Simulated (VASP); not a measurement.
The system is GaH2.

```
CELL_PARAMETERS angstrom
0.00000 2.44095 2.44095
2.44095 0.00000 2.44095
2.44095 2.44095 0.00000
ATOMIC_POSITIONS crystal
Ga 0.00000 0.00000 0.00000
H 0.25000 0.25000 0.25000
H 0.75000 0.75000 0.75000
```

```yaml
Program: VASP 6.6.1
Task: relaxation of cell and atoms
Functional: PBE
Potentials_or_basis: VASP PAW PBE potentials, release 64 (Ga_d, H)
Cutoff: 600 eV
k_mesh: 16 × 16 × 16
Occupations: gaussian, width 0.1 eV
Spin: no spin polarisation
```

At the start: pressure -2.4 GPa; volume 9.70 Å³/atom.

Where does the relaxation end?

Over 3 steps the energy falls by 3.2 meV/atom and the volume is 9.30 Å³/atom (-4.0 %); space group Fm-3m (No. 225, to 0.1 Å) before and after.

Step by step:
| step | energy change (eV) | largest force (eV/Å) | pressure (GPa) | volume (Å³) |
| --- | --- | --- | --- | --- |
| 1 | 0.0000 | 0.0000 | -2.44 | 29.09 |
| 2 | -0.0072 | 0.0000 | -1.27 | 28.47 |
| 3 | -0.0095 | 0.0000 | -0.06 | 27.91 |

Final structure:
```xyz
3
Lattice="0.0000 2.4076 2.4076 2.4076 0.0000 2.4076 2.4076 2.4076 0.0000" Properties=species:S:1:pos:R:3 pbc="T T T"
Ga    0.0000    0.0000    0.0000
H     1.2038    1.2038    1.2038
H     3.6113    3.6113    3.6113
```
